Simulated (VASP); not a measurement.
# HgTe (I-4m2) in VASP: single point with r2SCAN

Aim: the single point of HgTe with r2SCAN.

Program: VASP 6.6.1. These are calculated values, not measurements. Logs are shortened: lines on timing, memory, paths and dates and some standing lists are left out, and cuts for length are marked.

## (1) The cell of the first run

The structure is tetragonal, space group I-4m2 (No. 119). Conventional cell: a = 6.167 Å, b = 6.167 Å, c = 3.438 Å, α = 90.00°, β = 90.00°, γ = 90.00°. Within 4.2 Å of Hg (site symmetry -4m2) lie 8 Te at 3.20 to 4.02 Å and 2 Hg at 3.44 Å. Within 4.2 Å of Te (site symmetry -4m2) lie 8 Hg at 3.20 to 4.02 Å and 2 Te at 3.44 Å.

## (2) Single point, r2SCAN (strained)

POSCAR

```
HgTe
1.0
   -3.0836121254      3.0836121254      1.7192183368
    3.0836121254     -3.0836121254      1.7192183368
    3.0836121254      3.0836121254     -1.7192183368
Hg Te
1 1
Direct
    0.2500000000      0.7500000000      0.5000000000
    0.0000000000      0.0000000000      0.0000000000
```

INCAR.step1

```
SYSTEM = HgTe
PREC = Accurate
ENCUT = 520
ISMEAR = 0
SIGMA = 0.1
LREAL = .FALSE.
LASPH = .TRUE.
NELM = 80
NBANDS = 16
GGA = PE
ALGO = Normal
EDIFF = 1E-4
LWAVE = .TRUE.
LCHARG = .FALSE.
```

INCAR.step2

```
SYSTEM = HgTe
PREC = Accurate
ENCUT = 520
EDIFF = 1E-6
ISMEAR = 0
SIGMA = 0.1
LREAL = .FALSE.
LASPH = .TRUE.
NELM = 80
ALGO = Normal
ISIF = 2
LWAVE = .FALSE.
LCHARG = .TRUE.
METAGGA = R2SCAN
LMIXTAU = .TRUE.
LELF = .TRUE.
LVHAR = .TRUE.
NBANDS = 16
ISTART = 1
```

KPOINTS

```
Automatic mesh
0
G
  16 16 16
  0 0 0
```

Potentials or basis: VASP PAW PBE potentials, release 64 (Hg, Te).

The run is started by

```console
$ cat potpaw_PBE.64/Hg/POTCAR potpaw_PBE.64/Te/POTCAR > POTCAR
$ cp INCAR.step1 INCAR
$ mpirun -np 1 vasp_std > vasp.out
$ cp INCAR.step2 INCAR
$ mpirun -np 1 vasp_std > vasp.out
```

OUTCAR:

```text
SYSTEM = HgTe
   PREC = Accurate
   ENCUT = 520
   EDIFF = 1E-6
   ISMEAR = 0
   LREAL = .FALSE.
   LASPH = .TRUE.
   NELM = 80
   ISIF = 2
   METAGGA = R2SCAN
   ISTART = 1

 ion  position               nearest neighbor table
   1  0.250  0.750  0.500-   2 3.20   2 3.20   2 3.20   2 3.20
   2  0.000  0.000  0.000-   1 3.20   1 3.20   1 3.20   1 3.20

  LATTYP: Found a body centered tetragonal cell.
 ALAT       =     6.1672242508
 C/A-ratio  =     0.5575339138

  Lattice vectors:

 A1 = (  -3.0836121254,   3.0836121254,   1.7192183368)
 A2 = (   3.0836121254,  -3.0836121254,   1.7192183368)
 A3 = (   3.0836121254,   3.0836121254,  -1.7192183368)

Analysis of symmetry for initial positions (statically):
=====================================================================
 Subroutine PRICEL returns:
 Original cell was already a primitive cell.

 Routine SETGRP: Setting up the symmetry group for a
 body centered tetragonal supercell.

 Subroutine GETGRP returns: Found  8 space group operations
 (whereof  8 operations were pure point group operations)
 out of a pool of 16 trial point group operations.

The static configuration has the point symmetry D_2d.

Analysis of symmetry for dynamics (positions and initial velocities):
=====================================================================
 Subroutine PRICEL returns:
 Original cell was already a primitive cell.

 Routine SETGRP: Setting up the symmetry group for a
 body centered tetragonal supercell.

 Subroutine GETGRP returns: Found  8 space group operations
 (whereof  8 operations were pure point group operations)
 out of a pool of 16 trial point group operations.

The dynamic configuration has the point symmetry D_2d.

 Subroutine INISYM returns: Found  8 space group operations
 (whereof  8 operations are pure point group operations),
 and found     1 'primitive' translations

----------------------------------------------------------------------------------------

                                     Primitive cell

  volume of cell :      65.3899

  direct lattice vectors                    reciprocal lattice vectors
    -3.083612125  3.083612125  1.719218337     0.000000000  0.162147501  0.290829844
     3.083612125 -3.083612125  1.719218337     0.162147501  0.000000000  0.290829844
     3.083612125  3.083612125 -1.719218337     0.162147501  0.162147501  0.000000000

  length of vectors
     4.687540845  4.687540845  4.687540845     0.332977191  0.332977191  0.229311195
[... 80 lines left out ...]
   NELM   =     80;   NELMIN=  2; NELMDL=  0     # of ELM steps
   EDIFF  = 0.1E-05   stopping-criterion for ELM
   LREAL  =      F    real-space projection
   EDIFFG = 0.1E-04   stopping-criterion for IOM
   NSW    =      0    number of steps for IOM
   IBRION =     -1    ionic relax: 0-MD 1-quasi-New 2-CG
   NFREE  =      0    steps in history (QN), initial steepest desc. (CG)
   ISIF   =      2    stress and relaxation
   ISYM   =      2    0-nonsym 1-usesym 2-fastsym
   POTIM  = 0.5000    time-step for ionic-motion
   TEBEG  =    0.0;   TEEND  =   0.0 temperature during run
   PSTRESS=    0.0 pullay stress
   NELECT =      18.0000    total number of electrons
   NUPDOWN=      -1.0000    fix difference up-down
   EMIN   =  10.00;   EMAX   =-10.00  energy-range for DOS
   EFERMI =   0.00;   METHOD = LEGACY
   ISMEAR =     0;   SIGMA  =   0.10  broadening in eV -4-tet -1-fermi 0-gaus
   EFERMI_NEDOS =   21; number of points for ismear=-14 and -15
   IALGO  =     38    algorithm
   IMIX   =      4    mixing-type and parameters
     AMIX     =   0.40;   BMIX     =  1.00
     AMIX_MAG =   1.60;   BMIX_MAG =  1.00
  volume/ion in A,a.u.               =      32.69       220.64
  Fermi-wavevector in a.u.,A,eV,Ry     =   1.064949  2.012462 15.430591  1.134116
  Thomas-Fermi vector in A             =   2.200484
   LORBIT       =      0    0 simple, 1 ext, 2 COOP (PROOUT), +10 PAW based schemes
   METAGGA = R2SCAN    functional components
   LHFCALC =     F    Hartree Fock is set to
   AEXX    =    0.0000 exact exchange contribution
   IVDW    =     0    specifies the selected vdW correction
   LEPSILON=     F    determine dielectric tensor
   LRPA    =     F    only Hartree local field effects (RPA)
 non-spin polarized calculation
 Gauss-broadening in eV      SIGMA  =   0.10
  energy-cutoff  :      520.00
  volume of cell :       65.39
 maximum number of plane-waves:      1799
   NGX = 17   NGY = 17   NGZ = 17

 number of electron      18.0000003 magnetization

 Free energy of the ion-electron system (eV)
  ---------------------------------------------------
  ext. energy  EPLUGINS =         0.00000000
  ---------------------------------------------------
  free energy    TOTEN  =       -74.59467872 eV

  energy without entropy =      -74.59044914  energy(sigma->0) =      -74.59256393

 E-fermi :   3.1341     XC(G=0):  -9.7339

 val. band max:        3.1244604120   @ k =  -0.1875  -0.3750   0.1250
 cond. band min:       3.1352524973   @ k =  -0.1250  -0.3750   0.1250
 fundamental gap:      0.0107920853
 Fermi energy:         3.1340976108

 k-point     1 :       0.0000    0.0000    0.0000
  band No.  band energies     occupation
      1      -9.0071      2.00000
      2      -3.9556      2.00000
      3      -3.6154      2.00000
      4      -3.5837      2.00000
      5      -3.3767      2.00000
      6      -3.3767      2.00000
[... 433 lines left out ...]
      3      -3.6141      2.00000
      4      -3.5947      2.00000
      5      -3.3763      2.00000
      6      -3.3731      2.00000
[... 8 lines left out ...]
     15      13.1685      0.00000
     16      14.3364      0.00000

 [... further k-points ...]

------------------------ aborting loop because EDIFF is reached ----------------------------------------

  FORCE on cell =-STRESS in cart. coord.  units (eV):
  Direction    XX          YY          ZZ          XY          YZ          ZX
  --------------------------------------------------------------------------------------
  -------------------------------------------------------------------------------------
  Total       -1.9824287     -1.9824287     -2.1043333      0.0000000      0.0000000      0.0000000
  in kB      -48.5733036    -48.5733036    -51.5601998      0.0000000      0.0000000      0.0000000
  external PRESSURE =     -49.5689357 kB  Pullay stress =       0.0000000 kB

 VOLUME and BASIS-vectors are now :
 -----------------------------------------------------------------------------
  energy-cutoff  :      520.00
  volume of cell :       65.39
      direct lattice vectors                 reciprocal lattice vectors
    -3.083612125  3.083612125  1.719218337     0.000000000  0.162147501  0.290829844
     3.083612125 -3.083612125  1.719218337     0.162147501  0.000000000  0.290829844
     3.083612125  3.083612125 -1.719218337     0.162147501  0.162147501  0.000000000

 POSITION                                       TOTAL-FORCE (eV/Angst)
 -----------------------------------------------------------------------------------
      3.08361      0.00000      0.85961        -0.000000      0.000000      0.000000
      0.00000      0.00000      0.00000         0.000000     -0.000000     -0.000000
 -----------------------------------------------------------------------------------
    total drift:                               -0.000000      0.000000      0.000000

  FREE ENERGIE OF THE ION-ELECTRON SYSTEM (eV)
  ---------------------------------------------------
  free  energy   TOTEN  =       -74.5946787159 eV

  energy  without entropy=      -74.5904491405  energy(sigma->0) =      -74.59256393
```

OSZICAR.step1:

```text
N       E                     dE             d eps       ncg     rms          rms(c)
DAV:   1     0.959903498323E+02    0.95990E+02   -0.76639E+03 11168   0.954E+02
DAV:   2    -0.245274600022E+00   -0.96236E+02   -0.89359E+02 13368   0.221E+02
DAV:   3    -0.328779360619E+01   -0.30425E+01   -0.30334E+01 13640   0.392E+01
DAV:   4    -0.330188614531E+01   -0.14093E-01   -0.14092E-01 14232   0.289E+00
DAV:   5    -0.330206391498E+01   -0.17777E-03   -0.17777E-03 14264   0.326E-01    0.515E+00
DAV:   6    -0.317596316435E+01    0.12610E+00   -0.25108E-01 13032   0.556E+00    0.378E+00
DAV:   7    -0.317217935454E+01    0.37838E-02   -0.35311E-02 13376   0.127E+00    0.150E+00
DAV:   8    -0.317181977824E+01    0.35958E-03   -0.40674E-03 12472   0.658E-01    0.187E-01
DAV:   9    -0.317186287789E+01   -0.43100E-04   -0.35766E-04 14408   0.162E-01
   1 F= -.31718629E+01 E0= -.31696245E+01  d E =-.447684E-02
```

Wall time 26 min (1 thread of Intel Xeon 8259CL, shared host); peak memory 0.52 GiB.

Results:

```yaml
Free_energy: -74.5947 eV
Pressure: -5.0 GPa
Band_gap_on_the_k_mesh: zero (bands 9 and 10 overlap by 3.42 eV)
```

Levels at points of the mesh, in eV from the Fermi level:
| k point | band 5 | band 6 | band 7 | band 8 | band 9 | band 10 | band 11 | band 12 | band 13 | band 14 |
| --- | --- | --- | --- | --- | --- | --- | --- | --- | --- | --- |
| (0.00, 0.00, 0.00) | -6.51 | -6.51 | -2.99 | -1.99 | -1.99 | 2.05 | 5.33 | 7.47 | 7.47 | 8.44 |
| (0.50, 0.00, 0.00) | -6.57 | -6.40 | -4.19 | -2.16 | -1.35 | -0.08 | 3.41 | 4.18 | 6.00 | 8.66 |
| (0.50, 0.50, 0.00) | -6.47 | -6.45 | -5.84 | -0.74 | 1.65 | 1.72 | 2.81 | 4.04 | 8.08 | 9.22 |
| (0.50, 0.50, 0.50) | -6.47 | -6.27 | -3.91 | -3.76 | -3.76 | 1.74 | 6.31 | 8.44 | 8.44 | 12.34 |

Caveat: the cell differs from its parent crystal (strained); the cell stands under tension; the PAW data sets were made with another functional, which shifts forces and pressure a little; spin-orbit coupling is left out, which moves the levels of the heavy elements.
